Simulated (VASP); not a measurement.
**Sb: single point with PBE+D3(BJ)**

The system is Sb, a slab with vacuum.

```
Sb
1.0
     4.06868    0.00000    0.00000
    -2.03434    3.52358    0.00000
     0.00000    0.00000   20.80003
Sb
4
Direct
  0.33333 0.66667 0.29575
  0.66667 0.33333 0.21635
  0.00000 0.22222 0.55464
  0.33333 0.88889 0.47524
```

This cell differs from its parent crystal: layers slid over each other, then relaxed in part.

```json
{
 "Program": "VASP 6.6.1",
 "Task": "single point",
 "Functional": "PBE",
 "Dispersion": "D3(BJ)",
 "Potentials or basis": "VASP PAW PBE potentials, release 64 (Sb_d_GW)",
 "Cutoff": "400 eV",
 "k mesh": "9 × 9 × 1",
 "Occupations": "gaussian, width 0.05 eV",
 "Spin": "no spin polarisation",
 "Dipole correction": "yes",
 "Further INCAR settings": "ALGO = Normal; EDIFF = 1e-06; NBANDS = 38; NELMDL = -8"
}
```

```
Largest force              : 0.037 eV/Å
Band gap on the k mesh     : 0.84 eV (least direct gap 1.33 eV)
Dispersion energy per atom : -0.294 eV
```

Forces in eV/Å, atoms in the order of the input:
```
Sb   0.015 -0.034 -0.007
Sb   0.013 -0.026  0.004
Sb  -0.013  0.026 -0.004
Sb  -0.015  0.034  0.007
```

Levels at points of the mesh, in eV from the valence-band top:
```tsv
k point	band 26	band 27	band 28	band 29	band 30	band 31	band 32	band 33	band 34	band 35
(0.00, 0.00, 0.00)	-0.17	-0.07	-0.03	-0.02	0.00	1.51	2.04	2.67	2.73	2.75
```

Run time: 5.1 min on 1 thread of Intel(R) Xeon(R) 6975P-C (Granite Rapids), on a shared host, peak memory 0.48 GiB.

Caveat: the cell differs from its parent crystal (layers slid over each other, then relaxed in part); spin-orbit coupling is left out, which moves the levels of the heavy elements.
